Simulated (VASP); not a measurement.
The system is PtSe2.

```xyz
3
Lattice="3.7240 0.0000 0.0000 -1.8620 3.2251 0.0000 0.0000 0.0000 5.0620" Properties=species:S:1:pos:R:3 pbc="T T T"
Pt    0.0000    0.0000    0.0000
Se    1.8620    1.0750    3.7965
Se    0.0000    2.1501    1.2655
```

| Property | Result |
| --- | --- |
| Program | VASP 6.6.1 |
| Task | relaxation of cell and atoms |
| Functional | PBEsol |
| Potentials or basis | VASP PAW PBE potentials, release 64 (Pt, Se) |
| Cutoff | 600 eV |
| k mesh | 8 × 8 × 5 |
| Occupations | fermi-dirac, width 0.05 eV |
| Spin | no spin polarisation |

At the start: pressure 2.2 GPa; volume 20.27 Å³/atom.

Where does the relaxation end?

Over 12 steps the energy falls by 7.9 meV/atom and the volume is 19.77 Å³/atom (-2.4 %); space group P-3m1 (No. 164, to 0.1 Å) before and after.

Step by step:
| step | energy change (eV) | largest force (eV/Å) | pressure (GPa) | volume (Å³) |
| --- | --- | --- | --- | --- |
| 1 | 0.0000 | 0.3560 | 2.23 | 60.80 |
| 2 | 0.0150 | 0.2829 | -4.06 | 63.32 |
| 3 | -0.0092 | 0.0997 | -0.32 | 61.74 |
| 4 | -0.0112 | 0.0936 | -0.31 | 61.53 |
| 5 | -0.0165 | 0.0707 | -0.24 | 60.90 |
| 6 | -0.0231 | 0.0007 | 0.05 | 59.64 |
| 7 | -0.0233 | 0.0342 | 0.20 | 59.18 |
| 8 | -0.0234 | 0.0227 | 0.15 | 59.32 |
| 9 | -0.0227 | 0.0716 | -0.84 | 59.58 |
| 10 | -0.0237 | 0.0396 | -0.18 | 59.41 |
| 11 | -0.0232 | 0.0676 | 0.40 | 59.12 |
| 12 | -0.0238 | 0.0037 | 0.02 | 59.31 |

Final structure:
```
CELL_PARAMETERS angstrom
3.75850 0.00000 0.00000
-1.87925 3.25495 0.00000
0.00000 0.00000 4.84805
ATOMIC_POSITIONS crystal
Pt 0.00000 0.00000 0.00000
Se 0.66667 0.33333 0.73738
Se 0.33333 0.66667 0.26262
```

Caveat: the PAW data sets were made with another functional, which shifts forces and pressure a little.
